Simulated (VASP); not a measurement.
# As: relaxation of cell and atoms with r2SCAN

The system is As.

```
As
1.0
    -1.50063    1.50063    2.28298
     1.50063   -1.50063    2.28298
     1.50063    1.50063   -2.28298
As
1
Direct
  0.00000 0.00000 0.00000
```

```yaml
Program: VASP 6.6.1
Task: relaxation of cell and atoms
Functional: r2SCAN
Potentials_or_basis: VASP PAW PBE potentials, release 64 (As)
Cutoff: 600 eV
k_mesh: 8 × 8 × 8
Occupations: gaussian, width 0.1 eV
Spin: no spin polarisation
Dipole_correction: no
Further_INCAR_settings: ALGO = Normal; EDIFF = 1e-07; IBRION = 2; EDIFFG = -0.04; NSW = 90; ISIF = 3
```

```
Relaxed volume                         : 19.87 Å³/atom
Relaxed cell                           : a = 3.365 Å, b = 3.365 Å, c = 3.365 Å, α = 133.24°, β = 133.24°, γ = 68.27°
Space group after relaxing (to 0.05 Å) : I4/mmm (No. 139)
Energy gained by relaxing              : 156.4 meV/atom
Ionic steps                            : 24
Pressure after relaxing                : 0.1 GPa
```

Stress tensor (GPa, compression positive):
```
-0.03  0.00  0.00
 0.00 -0.03  0.00
 0.00  0.00  0.30
```

Step by step:
```csv
step,energy change (eV),largest force (eV/Å),pressure (GPa),volume (Å³)
1,0.0000,0.0000,-5.49,20.56
2,-0.0225,0.0000,2.99,18.54
3,-0.0274,0.0000,0.20,19.10
4,-0.0274,0.0000,0.06,19.13
5,-0.0290,0.0000,-0.08,19.13
6,-0.0396,0.0000,-0.26,19.13
7,-0.0628,0.0000,0.08,19.08
8,-0.1340,0.0000,2.33,18.85
9,0.0709,0.0000,21.80,17.88
10,-0.1349,0.0000,3.94,18.76
11,-0.1356,0.0000,3.92,18.79
12,-0.1387,0.0000,3.82,18.85
13,-0.1456,0.0000,3.62,18.98
14,-0.1451,0.0000,3.89,19.22
15,-0.1472,0.0000,3.73,19.13
16,-0.1473,0.0000,3.62,19.04
17,-0.1476,0.0000,3.68,19.09
18,-0.1494,0.0000,3.24,19.18
19,-0.1536,0.0000,1.99,19.43
20,-0.1562,0.0000,-0.30,19.93
21,-0.1563,0.0000,0.05,19.85
22,-0.1563,0.0000,0.11,19.84
23,-0.1563,0.0000,0.11,19.84
24,-0.1564,0.0000,0.08,19.87
```

Final structure:
```
CELL_PARAMETERS angstrom
-1.33542 1.33542 2.78565
1.33542 -1.33542 2.78565
1.33542 1.33542 -2.78565
ATOMIC_POSITIONS crystal
As 0.00000 0.00000 0.00000
```

Levels at points of the mesh, in eV from the Fermi level:
```
           k point  band 1  band 2  band 3  band 4  band 5
(0.00, 0.00, 0.00)  -15.67    2.21    6.65    6.65    8.79
(0.50, 0.00, 0.00)  -10.94   -6.86    0.34    6.00    8.17
(0.50, 0.50, 0.00)   -6.95   -4.59   -2.46    1.64    4.35
(0.50, 0.50, 0.50)  -13.12   -6.89    4.75    4.75    9.03
```

Wall time 6.6 min on 1 thread of Intel(R) Xeon(R) 6975P-C (Granite Rapids), with other jobs on the host, peak memory 0.19 GiB.

Caveat: the k points lie up to 0.42 Å⁻¹ apart in the final cell; the PAW data sets were made with another functional, which shifts forces and pressure a little.
